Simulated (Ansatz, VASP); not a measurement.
**Two plane-wave programs on LiCl**

```
Li Cl
1.0
     0.00016    2.57754    2.58027
     5.14681    2.57631   -2.57896
    -5.14718    2.57642   -2.57939
Li Cl
4 4
Cartesian
  -2.5744 2.5797 -2.5798
  -0.0051 5.1495 -2.5769
  0.0011 2.5723 0.0021
  2.5721 2.5862 -2.5799
  0.0025 -0.0004 0.0001
  2.5755 2.5786 0.0009
  2.5742 5.1501 -2.5804
  0.0003 2.5736 -2.5797
```

Change from the starting cell: cell x4, atoms moved at random (sigma 0.15 Å) and cell strained at random (1.5 %), then relaxed without symmetry.

Alike in both runs: functional PBE; k mesh 4 × 2 × 2; occupations gaussian, width 0.1 eV; no spin polarisation.

Ansatz relaxed the structure, and its values are those at the end. VASP's run is a single point on that final structure, the one shown.

```csv
,VASP,Ansatz
version,VASP 6.6.1,Ansatz 0.2.0
potentials or method,"VASP PAW PBE potentials, release 64 (Li_sv, Cl), cutoff 520 eV","scalar-relativistic, plane waves, PAW"
valence electrons in the cell,40,40
```

```csv
,VASP,Ansatz,Ansatz less VASP
gap on the k mesh at the Fermi level (eV),6.26,6.24,-0.012
least direct gap on the mesh (eV),6.26,6.24,-0.012
```

The functional is the same, so the differences come from potentials, cutoffs and numerics.

The k mesh is coarse, so the values compare programs but aren't converged. Noted on VASP's run: the cutoff is short for stress, so the pressure is rough.
